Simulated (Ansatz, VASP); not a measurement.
One calculation of Al, two programs

Contents of POSCAR:

```
Al
1.0
    0.0000000000      1.9430208000      1.9430208000
    1.9430208000      0.0000000000      1.9430208000
    1.9430208000      1.9430208000      0.0000000000
Al
1
Direct
    0.0000000000      0.0000000000      0.0000000000
```

INCAR.step1

```
  ALGO = Normal
  EDIFF = 1E-4
  ENCUT = 520
  GGA = PE
  ISMEAR = 0
  LASPH = T
  LCHARG = F
  LREAL = F
  LWAVE = T
  NBANDS = 8
  NELM = 100
  PREC = Accurate
  SIGMA = 0.15
```

Contents of INCAR.step2:

```
  ALGO = Normal
  EDIFF = 1E-6
  ENCUT = 520
  ISIF = 2
  ISMEAR = 0
  ISTART = 1
  LASPH = T
  LCHARG = F
  LMIXTAU = T
  LREAL = F
  LWAVE = F
  METAGGA = R2SCAN
  NBANDS = 8
  NELM = 100
  PREC = Accurate
  SIGMA = 0.15
```

KPOINTS

```
k-points
0
Gamma
  20 20 20
```

Input for Ansatz:

```yaml
crystal:
  lattice:
    - [0.0, 1.9430208, 1.9430208]
    - [1.9430208, 0.0, 1.9430208]
    - [1.9430208, 1.9430208, 0.0]
  atoms:
    - { symbol: Al, position: [0.0, 0.0, 0.0] }
basis:
  ecutwfc: 500
kpoints:
  mp_grid: { grid: [20, 20, 20] }
hamiltonian:
  xc: r2scan
scf:
  occupations: { method: gaussian, width: 0.15 }
output:
  forces: true
  stress: true
  eigenvalues: true
```

Change from the starting cell: strain -0.040 along x and y, -0.040 along z, atoms carried along.

Alike in both runs: task single point; functional r2SCAN; k mesh 20 × 20 × 20; occupations gaussian, width 0.15 eV; no spin polarisation.

```csv
,VASP,Ansatz
version,VASP 6.6.1,Ansatz 0.2.0
potentials or method,"VASP PAW PBE potentials, release 64 (Al), cutoff 520 eV","scalar-relativistic, plane waves, PAW"
valence electrons in the cell,3,3
```

```tsv
	VASP	Ansatz	Ansatz less VASP
gap on the k mesh at the Fermi level (eV)	none	none	-
pressure (GPa)	8.6	9.0	+0.43
```

VASP's potentials were made for PBE, not for r2SCAN. A gap of «none» marks a metal or a gap that the smearing closes. With one functional, cell and mesh, what is left measures potentials, basis and numerics.
